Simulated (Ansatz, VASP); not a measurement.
# Two plane-wave programs on SnO2

```
CELL_PARAMETERS angstrom
4.61776 0.00000 0.00000
0.00000 4.61776 0.00000
0.00000 0.00000 3.10408
ATOMIC_POSITIONS crystal
Sn 0.00000 0.00000 0.00000
Sn 0.50000 0.50000 0.50000
O 0.30411 0.30411 0.00000
O 0.19589 0.80411 0.50000
O 0.80411 0.19589 0.50000
O 0.69589 0.69589 0.00000
```

Change from the starting cell: hydrostatic strain -3.0%.

Alike in both runs: task single point; functional PBE; k mesh 6 × 6 × 8; occupations fermi-dirac, width 0.02 eV; no spin polarisation.

|  | VASP | Ansatz |
| --- | --- | --- |
| version | VASP 6.6.1 | Ansatz 0.2.0 |
| potentials or method | VASP PAW PBE potentials, release 64 (Sn_d, O) | plane waves, PAW |
| plane-wave cutoff (eV) | 520 | 420 |
| valence electrons in the cell | 52 | 52 |

Ansatz gave:

```
gap on the k mesh at the Fermi level (eV)                     : 2.17
pressure (GPa)                                                : 31.9
traceless stress, the component that is largest in VASP (GPa) : 4.55
rms of the force components (eV/Å)                            : 0.013
```

Problem. Estimate VASP's values.

Solution. gap on the k mesh at the Fermi level (eV): 2.16; pressure (GPa): 32.8; traceless stress, the component that is largest in VASP (GPa): 4.79; rms of the force components (eV/Å): 0.022.

Atom by atom the forces differ by 0.009 eV/Å (rms over components). Both programs put the cell under a high pressure, so it lies far from rest at this level.
